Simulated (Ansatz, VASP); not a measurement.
B3As in VASP and in Ansatz

```
CELL_PARAMETERS angstrom
3.64616 0.00000 0.00000
-1.82308 3.15767 0.00000
0.00000 0.00000 4.78969
ATOMIC_POSITIONS crystal
B 0.51991 0.00000 0.00000
B 0.00000 0.51991 0.00000
B 0.48009 0.48009 0.00000
As 0.00000 0.00000 0.50000
```

Alike in both runs: task single point; functional PBE; k mesh 6 × 6 × 4; occupations gaussian, width 0.1 eV; no spin polarisation.

|  | VASP | Ansatz |
| --- | --- | --- |
| version | VASP 6.6.1 | Ansatz 0.2.0 |
| potentials or method | VASP PAW PBE potentials, release 64 (B, As), cutoff 520 eV | scalar-relativistic, plane waves, PAW |
| valence electrons in the cell | 14 | 24 |

|  | VASP | Ansatz | Ansatz less VASP |
| --- | --- | --- | --- |
| gap on the k mesh at the Fermi level (eV) | none | none | - |
| pressure (GPa) | -22.8 | -22.8 | +0.04 |
| traceless stress, the component that is largest in VASP (GPa) | 4.68 | 4.69 | +0.011 |
| rms of the force components (eV/Å) | 0.237 | 0.238 | +0.0004 |

Atom by atom the forces differ by 0.000 eV/Å (rms over components). A gap of «none» marks a metal or a gap that the smearing closes. VASP's potentials hold 14 valence electrons a cell and Ansatz's 24, so a difference there can come from the potentials and not from the codes.
